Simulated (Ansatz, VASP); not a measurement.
## Sb in VASP and in Ansatz

The input INCAR:

```
PREC = Accurate
ENCUT = 520
EDIFF = 1E-6
ISMEAR = 0
SIGMA = 0.1
LREAL = False
LASPH = True
NELM = 80
ALGO = Normal
ISIF = 2
LWAVE = False
LCHARG = False
GGA = PE
NBANDS = 8
```

Contents of KPOINTS:

```
regular mesh
0
Gamma
  18 18 18
```

The input POSCAR:

```
Sb
1.0
    3.2099153701      0.0000000000      0.0000000000
    0.0000000000      3.2099153701      0.0000000000
    0.0000000000      0.0000000000      3.2099153701
Sb
1
Direct
    0.0000000000      0.0000000000      0.0000000000
```

Input for Ansatz:

```yaml
crystal:
  lattice:
    - [3.2099153701, 0.0, 0.0]
    - [0.0, 3.2099153701, 0.0]
    - [0.0, 0.0, 3.2099153701]
  atoms:
    - { symbol: Sb, position: [0.0, 0.0, 0.0] }
basis:
  ecutwfc: 420
kpoints:
  mp_grid: { grid: [18, 18, 18] }
hamiltonian:
  xc: pbe
scf:
  occupations: { method: gaussian, width: 0.1 }
output:
  forces: true
  stress: true
  eigenvalues: true
```

Alike in both runs: task single point; functional PBE; k mesh 18 × 18 × 18; occupations gaussian, width 0.1 eV; no spin polarisation.

```csv
,VASP,Ansatz
version,VASP 6.6.1,Ansatz 0.2.0
potentials or method,"VASP PAW PBE potentials, release 64 (Sb), cutoff 520 eV","scalar-relativistic, plane waves, PAW"
valence electrons in the cell,5,15
```

```csv
,VASP,Ansatz,Ansatz less VASP
gap on the k mesh at the Fermi level (eV),none,none,-
pressure (GPa),-4.2,-4.2,+0.05
```

A gap of «none» marks a metal or a gap that the smearing closes. The functional is the same, so the differences come from potentials, cutoffs and numerics. VASP's potentials hold 5 valence electrons a cell and Ansatz's 15, so a difference there can come from the potentials and not from the codes.

Neither program's run includes spin-orbit coupling.
